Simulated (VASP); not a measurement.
# BeS (I-4m2) in VASP: a series of runs

The runs below take BeS through single point, with HSE06.

Everything below comes from runs of VASP 6.6.1. Logs are shortened: lines on timing, memory, paths and dates and some standing lists are left out, and cuts for length are marked.

### Step 1. The cell of the first run

The structure is tetragonal, space group I-4m2 (No. 119). The conventional cell has a = 3.386 Å, b = 3.386 Å, c = 4.869 Å, α = 90.00°, β = 90.00°, γ = 90.00°. Be (site symmetry -4m2) has 4 S at 2.09 Å within 2.8 Å. Within 2.8 Å of S (site symmetry -4m2) lie 4 Be at 2.09 Å.

### Step 2. Single point, HSE06 (biaxial xy strain -1.6%)

File POSCAR:

```
BeS
1.0
    0.0000000000      2.3943836082      2.4343062304
    2.3943836082      0.0000000000      2.4343062304
    2.3943836082      2.3943836082      0.0000000000
Be S
1 1
Direct
    0.0000000000      0.0000000000      0.0000000000
    0.2500000000      0.2500000000      0.2500000000
```

File INCAR.step1:

```
SYSTEM = BeS
ALGO     = Normal         ! electronic algorithm
EDIFF    = 1E-5           ! SCF threshold, eV
ENCUT    = 520            ! plane-wave cutoff, eV
GGA      = PE             ! functional
ISIF     = 2              ! what is computed and relaxed
ISMEAR   = 0              ! smearing method
LASPH    = .True.         ! aspherical terms in the spheres
LREAL    = .False.        ! projectors in reciprocal space
LWAVE    = .True.         ! write WAVECAR
NBANDS   = 11             ! bands
NELM     = 60             ! most SCF steps
PREC     = Accurate       ! precision mode
SIGMA    = 0.01           ! smearing width, eV
```

File INCAR.step2:

```
SYSTEM = BeS
ALGO     = Normal         ! electronic algorithm
EDIFF    = 1E-7           ! SCF threshold, eV
ENCUT    = 520            ! plane-wave cutoff, eV
GGA      = PE             ! functional
HFSCREEN = 0.2079         ! screening, 1/A
ISIF     = 2              ! what is computed and relaxed
ISMEAR   = 0              ! smearing method
ISTART   = 1            
LASPH    = .True.         ! aspherical terms in the spheres
LCHARG   = .True.         ! write CHGCAR
LELF     = .True.         ! ELF
LHFCALC  = .True.         ! exact exchange
LREAL    = .False.        ! projectors in reciprocal space
LVHAR    = .True.       
LWAVE    = .False.        ! write WAVECAR
NBANDS   = 11             ! bands
NELM     = 60             ! most SCF steps
PREC     = Accurate       ! precision mode
PRECFOCK = Normal       
SIGMA    = 0.01           ! smearing width, eV
```

File KPOINTS:

```
k-points
0
Gamma
  6 6 6
  0 0 0
```

Potentials or basis: VASP PAW PBE potentials, release 64 (Be, S).

On the command line:

```bash
$ cat potpaw_PBE.64/Be/POTCAR potpaw_PBE.64/S/POTCAR > POTCAR
$ cp INCAR.step1 INCAR
$ mpirun -np 1 vasp_std > vasp.out
$ cp INCAR.step2 INCAR
$ mpirun -np 1 vasp_std > vasp.out
```

OUTCAR:

```text
SYSTEM = BeS
   EDIFF = 1E-7
   ENCUT = 520
   GGA = PE
   HFSCREEN = 0.2079
   ISIF = 2
   ISMEAR = 0
   ISTART = 1
   LASPH = .True.
   LHFCALC = .True.
   LREAL = .False.
   NELM = 60
   PREC = Accurate
   PRECFOCK = Normal

 ion  position               nearest neighbor table
   1  0.000  0.000  0.000-   2 2.09   2 2.09   2 2.09   2 2.09
   2  0.250  0.250  0.250-   1 2.09   1 2.09   1 2.09   1 2.09

  LATTYP: Found a body centered tetragonal cell.
 ALAT       =     3.3861697722
 C/A-ratio  =     1.4377933737

  Lattice vectors:

 A1 = (  -2.3943836082,   0.0000000000,   2.4343062304)
 A2 = (   2.3943836082,   0.0000000000,   2.4343062304)
 A3 = (   0.0000000000,   2.3943836082,  -2.4343062304)

Analysis of symmetry for initial positions (statically):
=====================================================================
 Subroutine PRICEL returns:
 Original cell was already a primitive cell.

 Routine SETGRP: Setting up the symmetry group for a
 body centered tetragonal supercell.

 Subroutine GETGRP returns: Found  8 space group operations
 (whereof  8 operations were pure point group operations)
 out of a pool of 16 trial point group operations.

The static configuration has the point symmetry D_2d.

Analysis of symmetry for dynamics (positions and initial velocities):
=====================================================================
 Subroutine PRICEL returns:
 Original cell was already a primitive cell.

 Routine SETGRP: Setting up the symmetry group for a
 body centered tetragonal supercell.

 Subroutine GETGRP returns: Found  8 space group operations
 (whereof  8 operations were pure point group operations)
 out of a pool of 16 trial point group operations.

The dynamic configuration has the point symmetry D_2d.

 Subroutine INISYM returns: Found  8 space group operations
 (whereof  8 operations are pure point group operations),
 and found     1 'primitive' translations

----------------------------------------------------------------------------------------

                                     Primitive cell

  volume of cell :      27.9121

  direct lattice vectors                    reciprocal lattice vectors
     0.000000000  2.394383608  2.434306230    -0.208822011  0.208822011  0.205397330
     2.394383608  0.000000000  2.434306230     0.208822011 -0.208822011  0.205397330
     2.394383608  2.394383608  0.000000000     0.208822011  0.208822011 -0.205397330

  length of vectors
     3.414516025  3.414516025  3.386169772     0.359723960  0.359723960  0.359723960

  position of ions in fractional coordinates (direct lattice)
     0.000000000  0.000000000  0.000000000
     0.250000000  0.250000000  0.250000000

  ion indices of the primitive-cell ions
   primitive index   ion index
                 1           1
                 2           2

----------------------------------------------------------------------------------------

 KPOINTS: k-points

Automatic generation of k-mesh.
 Grid dimensions read from file:
 generate k-points for:    6    6    6

 Generating k-lattice:

  Cartesian coordinates                     Fractional coordinates (reciprocal lattice)
    -0.034803668  0.034803668  0.034232888     0.166666667 -0.000000000  0.000000000
     0.034803668 -0.034803668  0.034232888    -0.000000000  0.166666667  0.000000000
     0.034803668  0.034803668 -0.034232888     0.000000000  0.000000000  0.166666667

  Length of vectors
     0.059953993  0.059953993  0.059953993

  Shift w.r.t. Gamma in fractional coordinates (k-lattice)
     0.000000000  0.000000000  0.000000000

 Subroutine IBZKPT returns following result:
 ===========================================

 Found     30 irreducible k-points:

 Following reciprocal coordinates:
            Coordinates               Weight
  0.000000  0.000000  0.000000      1.000000
  0.166667  0.000000  0.000000      8.000000
  0.333333  0.000000  0.000000      8.000000
  0.500000  0.000000  0.000000      4.000000
  0.166667  0.166667  0.000000      2.000000
  0.333333  0.166667  0.000000      8.000000
[... 16 lines left out ...]
  0.333333  0.000000  0.333333      4.000000
  0.500000  0.000000  0.333333     16.000000
 [... further k-points ...]
   k-points           NKPTS =     30   k-points in BZ     NKDIM =    216   number of bands    NBANDS=     11
   number of dos      NEDOS =    301   number of ions     NIONS =      2
   total plane-waves  NPLWV =  21952
   dimension x,y,z NGX =    28 NGY =   28 NGZ =   28
   dimension x,y,z NGXF=    56 NGYF=   56 NGZF=   56
   ions per type =               1   1
   NGX,Y,Z   is equivalent  to a cutoff of  13.63, 13.63, 13.75 a.u.
   NGXF,Y,Z  is equivalent  to a cutoff of  27.27, 27.27, 27.49 a.u.
 SYSTEM =  BeS
   PREC   = accura    normal or accurate (medium, high low for compatibility)
   ISTART =      1    job   : 0-new  1-cont  2-samecut
   ICHARG =      0    charge: 1-file 2-atom 10-const
   ISPIN  =      1    spin polarized calculation?
   LNONCOLLINEAR =      F non collinear calculations
   LSORBIT =      F    spin-orbit coupling
   LASPH  =      T    aspherical Exc in radial PAW
   ENCUT  =  520.0 eV  38.22 Ry    6.18 a.u.   6.35  6.35  6.30*2*pi/ulx,y,z
   NELM   =     60;   NELMIN=  2; NELMDL=  0     # of ELM steps
   EDIFF  = 0.1E-06   stopping-criterion for ELM
   LREAL  =      F    real-space projection
   EDIFFG = 0.1E-05   stopping-criterion for IOM
   NSW    =      0    number of steps for IOM
   IBRION =     -1    ionic relax: 0-MD 1-quasi-New 2-CG
   NFREE  =      0    steps in history (QN), initial steepest desc. (CG)
   ISIF   =      2    stress and relaxation
   ISYM   =      3    0-nonsym 1-usesym 2-fastsym
   POTIM  = 0.5000    time-step for ionic-motion
   TEBEG  =    0.0;   TEEND  =   0.0 temperature during run
   PSTRESS=    0.0 pullay stress
   NELECT =       8.0000    total number of electrons
   NUPDOWN=      -1.0000    fix difference up-down
   EMIN   =  10.00;   EMAX   =-10.00  energy-range for DOS
   EFERMI =   0.00;   METHOD = LEGACY
   ISMEAR =     0;   SIGMA  =   0.01  broadening in eV -4-tet -1-fermi 0-gaus
   EFERMI_NEDOS =   21; number of points for ismear=-14 and -15
   IALGO  =     38    algorithm
   IMIX   =      1    mixing-type and parameters
     AMIX     =   0.40;   BMIX     =  1.00
     AMIX_MAG =   1.60;   BMIX_MAG =  1.00
  volume/ion in A,a.u.               =      13.96        94.18
  Fermi-wavevector in a.u.,A,eV,Ry     =   1.079379  2.039730 15.851588  1.165059
  Thomas-Fermi vector in A             =   2.215342
   LORBIT       =      0    0 simple, 1 ext, 2 COOP (PROOUT), +10 PAW based schemes
   GGA     = PE    functional components
   LHFCALC =     T    Hartree Fock is set to
   PRECFOCK=normal    Normal, Fast or Accurate (Low or Medium for compatibility)
   ENCUT4O =  -1.0   cutoff for four orbital integrals eV
   NKREDX  =     1    reduce k-point grid by
   NKREDY  =     1    reduce k-point grid by
   NKREDZ  =     1    reduce k-point grid by
   AEXX    =    0.2500 exact exchange contribution
   HFSCREEN=    0.2079 screening length (either q_TF or 0.3 A-1)
   HFSCREENC=   0.2079 screening length for correlation (either q_TF or 0.3 A-1)
   ENCUTFOCK=  -1.0 apply spherical cutoff to Coloumb kernel
   IVDW    =     0    specifies the selected vdW correction
   LEPSILON=     F    determine dielectric tensor
   LRPA    =     F    only Hartree local field effects (RPA)
 non-spin polarized calculation
 Gauss-broadening in eV      SIGMA  =   0.01
  energy-cutoff  :      520.00
  volume of cell :       27.91
 maximum number of plane-waves:       761
 NGX is ok and might be reduce to    28
  NGX = 20; NGY = 20; NGZ = 20

 number of electron       8.0000000 magnetization

 Free energy of the ion-electron system (eV)
  ---------------------------------------------------
  ext. energy  EPLUGINS =         0.00000000
  ---------------------------------------------------
  free energy    TOTEN  =       -11.38214152 eV

  energy without entropy =      -11.38214152  energy(sigma->0) =      -11.38214152

 E-fermi :   3.8329     XC(G=0):  -8.1581

 val. band max:        3.7802413524   @ k =   0.0000   0.0000   0.0000
 cond. band min:       7.7019953098   @ k =   0.5000   0.0000   0.5000
 fundamental gap:      3.9217539573
 Fermi energy:         3.8329282634

 k-point     1 :       0.0000    0.0000    0.0000
  band No.  band energies     occupation
      1     -11.4972      2.00000
      2       3.6840      2.00000
      3       3.7802      2.00000
      4       3.7802      2.00000
      5      10.5985      0.00000
      6      10.5985      0.00000
      7      10.6180      0.00000
      8      11.0045      0.00000
      9      17.8633      0.00000
     10      18.2641      0.00000
     11      20.1990      0.00000

 k-point     2 :       0.1667    0.0000    0.0000
  band No.  band energies     occupation
      1     -11.1446      2.00000
      2       1.6696      2.00000
      3       3.3410      2.00000
      4       3.4370      2.00000
      5      10.5477      0.00000
      6      11.2231      0.00000
      7      11.2270      0.00000
      8      13.0889      0.00000
      9      16.9223      0.00000
     10      17.1766      0.00000
     11      19.7982      0.00000

 k-point     3 :       0.3333    0.0000    0.0000
  band No.  band energies     occupation
      1     -10.2587      2.00000
      2      -1.3552      2.00000
      3       2.7510      2.00000
      4       2.8975      2.00000
      5      10.4651      0.00000
      6      11.5995      0.00000
      7      11.7114      0.00000
      8      15.7045      0.00000
      9      17.8834      0.00000
     10      17.9025      0.00000
     11      19.5869      0.00000
[... 267 lines left out ...]
 k-point    23 :       0.3333    0.0000    0.3333
  band No.  band energies     occupation
      1      -9.8247      2.00000
      2      -0.5261      2.00000
      3       1.2655      2.00000
      4       1.3022      2.00000
      5       8.5321      0.00000
      6      10.4121      0.00000
      7      15.5446      0.00000
      8      15.8933      0.00000
      9      18.6116      0.00000
     10      20.3935      0.00000
     11      23.3615      0.00000

 k-point    24 :       0.5000    0.0000    0.3333
  band No.  band energies     occupation
      1      -9.1949      2.00000
      2      -1.4996      2.00000
      3       0.1606      2.00000
      4       1.1016      2.00000
      5       8.7427      0.00000
      6      11.0440      0.00000
      7      16.0228      0.00000
      8      16.3968      0.00000
      9      19.8944      0.00000
     10      20.7967      0.00000
     11      22.2406      0.00000

 [... further k-points ...]

------------------------ aborting loop because EDIFF is reached ----------------------------------------

  FORCE on cell =-STRESS in cart. coord.  units (eV):
  Direction    XX          YY          ZZ          XY          YZ          ZX
  --------------------------------------------------------------------------------------
  -------------------------------------------------------------------------------------
  Total        0.5025282      0.5025282      0.1924334      0.0000000      0.0000000      0.0000000
  in kB       28.8455186     28.8455186     11.0458308      0.0000000      0.0000000      0.0000000
  external PRESSURE =      22.9122894 kB  Pullay stress =       0.0000000 kB

 VOLUME and BASIS-vectors are now :
 -----------------------------------------------------------------------------
  energy-cutoff  :      520.00
  volume of cell :       27.91
      direct lattice vectors                 reciprocal lattice vectors
     0.000000000  2.394383608  2.434306230    -0.208822011  0.208822011  0.205397330
     2.394383608  0.000000000  2.434306230     0.208822011 -0.208822011  0.205397330
     2.394383608  2.394383608  0.000000000     0.208822011  0.208822011 -0.205397330

 POSITION                                       TOTAL-FORCE (eV/Angst)
 -----------------------------------------------------------------------------------
      0.00000      0.00000      0.00000        -0.000000     -0.000000      0.000000
      1.19719      1.19719      1.21715         0.000000      0.000000      0.000000
 -----------------------------------------------------------------------------------
    total drift:                               -0.000000     -0.000000      0.000000

  FREE ENERGIE OF THE ION-ELECTRON SYSTEM (eV)
  ---------------------------------------------------
  free  energy   TOTEN  =       -11.3821415221 eV

  energy  without entropy=      -11.3821415221  energy(sigma->0) =      -11.38214152
```

Run time: 20 min. Hardware: 1 thread of AMD EPYC 7R43 (Zen 3), shared host; peak memory 0.22 GiB.

What came out:

- Free energy: -11.3821 eV
- Pressure: 2.3 GPa
- Band gap on the k mesh: 3.92 eV (least direct gap 6.82 eV)

Caveat: the cell differs from its parent crystal (biaxial xy strain -1.6%); the PAW data sets were made with another functional, which shifts forces and pressure a little.

### Step 3. Single point, HSE06 (uniaxial x strain -0.5%)

File POSCAR:

```
BeS
1.0
    0.0000000000      2.4343062304      2.4343062304
    2.4211609767      0.0000000000      2.4343062304
    2.4211609767      2.4343062304      0.0000000000
Be S
1 1
Direct
    0.0000000000      0.0000000000      0.0000000000
    0.2500000000      0.2500000000      0.2500000000
```

File INCAR.step1:

```
PREC     = Accurate       # precision mode
ENCUT    = 520            # plane-wave cutoff, eV
EDIFF    = 1E-5           # SCF threshold, eV
ISMEAR   = 0              # smearing method
SIGMA    = 0.01           # smearing width, eV
LREAL    = F              # projectors in reciprocal space
LASPH    = T              # aspherical terms in the spheres
NELM     = 80             # most SCF steps
ALGO     = Normal         # electronic algorithm
ISIF     = 2              # what is computed and relaxed
LWAVE    = T              # write WAVECAR
LCHARG   = F              # write CHGCAR
NBANDS   = 11             # bands
GGA      = PE             # functional
```

File INCAR.step2:

```
PREC     = Accurate       # precision mode
ENCUT    = 520            # plane-wave cutoff, eV
EDIFF    = 1E-6           # SCF threshold, eV
ISMEAR   = 0              # smearing method
SIGMA    = 0.01           # smearing width, eV
LREAL    = F              # projectors in reciprocal space
LASPH    = T              # aspherical terms in the spheres
NELM     = 80             # most SCF steps
ALGO     = Normal         # electronic algorithm
ISIF     = 2              # what is computed and relaxed
LWAVE    = F              # write WAVECAR
LCHARG   = F              # write CHGCAR
GGA      = PE             # functional
LHFCALC  = T              # exact exchange
HFSCREEN = 0.2079         # screening, 1/A
PRECFOCK = Normal       
NBANDS   = 11             # bands
ISTART   = 1
```

File KPOINTS:

```
regular mesh
0
Gamma
  6 6 6
```

Potentials or basis: VASP PAW PBE potentials, release 64 (Be, S).

On the command line:

```bash
$ cat potpaw_PBE.64/Be/POTCAR potpaw_PBE.64/S/POTCAR > POTCAR
$ cp INCAR.step1 INCAR
$ mpirun -np 1 vasp_std > vasp.out
$ cp INCAR.step2 INCAR
$ mpirun -np 1 vasp_std > vasp.out
```

OUTCAR:

```text
PREC = Accurate
   ENCUT = 520
   EDIFF = 1E-6
   ISMEAR = 0
   LREAL = F
   LASPH = T
   NELM = 80
   ISIF = 2
   GGA = PE
   LHFCALC = T
   HFSCREEN = 0.2079
   PRECFOCK = Normal
   ISTART = 1

 ion  position               nearest neighbor table
   1  0.000  0.000  0.000-   2 2.10   2 2.10   2 2.10   2 2.10
   2  0.250  0.250  0.250-   1 2.10   1 2.10   1 2.10   1 2.10

  LATTYP: Found a body centered tetragonal cell.
[... 525 lines left out ...]
      3      -0.2831      2.00000
      4       0.9077      2.00000
      5      10.7678      0.00000
      6      11.7678      0.00000
      7      14.3563      0.00000
      8      15.1595      0.00000
      9      16.1047      0.00000
     10      20.5666      0.00000
     11      21.3660      0.00000

 [... further k-points ...]
[... 5 lines left out ...]
  --------------------------------------------------------------------------------------
  -------------------------------------------------------------------------------------
  Total       -0.0300268     -0.1287984     -0.1287984      0.0000000      0.0000000     -0.0000000
  in kB       -1.6765481     -7.1914568     -7.1914568      0.0000000      0.0000000     -0.0000000
  external PRESSURE =      -5.3531539 kB  Pullay stress =       0.0000000 kB

 VOLUME and BASIS-vectors are now :
 -----------------------------------------------------------------------------
  energy-cutoff  :      520.00
  volume of cell :       28.69
      direct lattice vectors                 reciprocal lattice vectors
     0.000000000  2.434306230  2.434306230    -0.206512497  0.205397330  0.205397330
     2.421160977  0.000000000  2.434306230     0.206512497 -0.205397330  0.205397330
     2.421160977  2.434306230  0.000000000     0.206512497  0.205397330 -0.205397330

 POSITION                                       TOTAL-FORCE (eV/Angst)
 -----------------------------------------------------------------------------------
      0.00000      0.00000      0.00000         0.000000      0.000000      0.000000
      1.21058      1.21715      1.21715        -0.000000     -0.000000     -0.000000
 -----------------------------------------------------------------------------------
    total drift:                               -0.000000     -0.000000      0.000000

  FREE ENERGIE OF THE ION-ELECTRON SYSTEM (eV)
  ---------------------------------------------------
  free  energy   TOTEN  =       -11.3880153817 eV

  energy  without entropy=      -11.3880153817  energy(sigma->0) =      -11.38801538
```

Run time: 18 min. Hardware: 1 thread of AMD EPYC 7R43 (Zen 3), shared host; peak memory 0.22 GiB.

Results:

```
Free energy            : -11.3880 eV
Pressure               : -0.5 GPa
Band gap on the k mesh : 4.02 eV (least direct gap 6.84 eV)
```

Levels at points of the mesh, in eV from the valence-band top:
```tsv
k point	band 1	band 2	band 3	band 4	band 5	band 6	band 7	band 8
(0.00, 0.00, 0.00)	-15.06	-0.03	-0.03	0.00	6.84	6.85	6.85	6.99
(0.50, 0.00, 0.00)	-13.30	-6.33	-1.16	-1.11	6.56	7.73	7.78	12.50
(0.50, 0.50, 0.00)	-12.71	-5.54	-2.87	-2.85	4.06	5.96	14.44	14.46
(0.00, 0.50, 0.50)	-12.68	-5.50	-2.91	-2.91	4.02	5.91	14.45	14.45
```

Caveat: the cell differs from its parent crystal (uniaxial x strain -0.5%); the PAW data sets were made with another functional, which shifts forces and pressure a little.
